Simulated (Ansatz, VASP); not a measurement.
Si: VASP beside Ansatz

The input POSCAR:

```
Si
1.0
    0.0000000000      2.7227277380      2.7227277380
    2.7227277380      0.0000000000      2.7227277380
    2.7227277380      2.7227277380      0.0000000000
Si
2
Direct
    0.5000000000      0.5000000000      0.5000000000
    0.7500000000      0.7500000000      0.7500000000
```

INCAR.step1

```
SYSTEM = Si
ALGO = Normal ; EDIFF = 1E-4
ENCUT = 520 ; GGA = PE
ISMEAR = -1 ; LASPH = .True.
LCHARG = .False. ; LREAL = .False.
LWAVE = .True. ; NBANDS = 11
NELM = 100 ; PREC = Accurate
SIGMA = 0.05
```

File INCAR.step2:

```
SYSTEM = Si
ALGO = Normal ; EDIFF = 1E-6
ENCUT = 520 ; ISIF = 2
ISMEAR = -1 ; ISTART = 1
LASPH = .True. ; LCHARG = .True.
LELF = .True. ; LMIXTAU = .True.
LREAL = .False. ; LVHAR = .True.
LWAVE = .False. ; METAGGA = R2SCAN
NBANDS = 11 ; NELM = 100
PREC = Accurate ; SIGMA = 0.05
```

The input KPOINTS:

```
k-points
0
Gamma
  4 4 4
  0 0 0
```

Input for Ansatz:

```yaml
crystal:
  lattice:
    - [0.0, 2.722727738, 2.722727738]
    - [2.722727738, 0.0, 2.722727738]
    - [2.722727738, 2.722727738, 0.0]
  atoms:
    - { symbol: Si, position: [0.5, 0.5, 0.5] }
    - { symbol: Si, position: [0.75, 0.75, 0.75] }
hamiltonian:
  xc: r2scan
  pseudopotentials:
    kind: paw
    azcp:
      Si: "pseudopotentials/Si.paw.azcp"
basis:
  ecutwfc: 500
  fft_grid_basis: typed
kpoints:
  mp_grid: { grid: [4, 4, 4], shift: [0, 0, 0] }
magnetization:
  spin_polarized: false
scf:
  occupations: { method: fermi_dirac, width: 0.05 }
  lower_state_search: "off"
output:
  stress: true
  write_density: true
  write_potential: true
  elf: true
  volumetric_format: npy
```

Alike in both runs: task single point; functional r2SCAN; k mesh 4 × 4 × 4; occupations fermi-dirac, width 0.05 eV; no spin polarisation.

|  | VASP | Ansatz |
| --- | --- | --- |
| version | VASP 6.6.1 | Ansatz 0.2.0 |
| potentials or method | VASP PAW PBE potentials, release 64 (Si), cutoff 520 eV | plane waves (500 eV) with PAW, scalar-relativistic |
| valence electrons in the cell | 8 | 8 |

```tsv
	VASP	Ansatz	Ansatz less VASP
pressure (GPa)	0.3	0.5	+0.25
```

VASP's potentials were made for PBE, not for r2SCAN. The functional is the same, so the differences come from potentials, cutoffs and numerics.

The k mesh is coarse, so the values compare programs but aren't converged.
